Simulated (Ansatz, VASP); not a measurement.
One calculation of As, two programs

```xyz
1
Lattice="2.7420 0.0115 0.0149 0.0115 2.6978 -0.0381 0.0149 -0.0381 2.6724" Properties=species:S:1:pos:R:3 pbc="T T T"
As    1.3810    1.3139    1.2726
```

Change from the starting cell: cell strained at random at fixed volume.

Alike in both runs: task single point; functional PBEsol; k mesh 10 × 10 × 10; occupations fermi-dirac, width 0.1 eV; no spin polarisation.

|  | VASP | Ansatz |
| --- | --- | --- |
| version | VASP 6.6.1 | Ansatz 0.2.0 |
| potentials or method | VASP PAW PBE potentials, release 64 (As), cutoff 520 eV | all-electron LAPW, scalar-relativistic |

|  | VASP | Ansatz | Ansatz less VASP |
| --- | --- | --- | --- |
| gap on the k mesh at the Fermi level (eV) | none | none | - |
| pressure (GPa) | -1.2 | -1.4 | -0.29 |
| traceless stress, the component that is largest in VASP (GPa) | -2.79 | -2.74 | +0.043 |

VASP's potentials were made for PBE, not for PBEsol. A gap of «none» marks a metal or a gap that the smearing closes. Ansatz ran all-electron here, and VASP with PAW potentials.
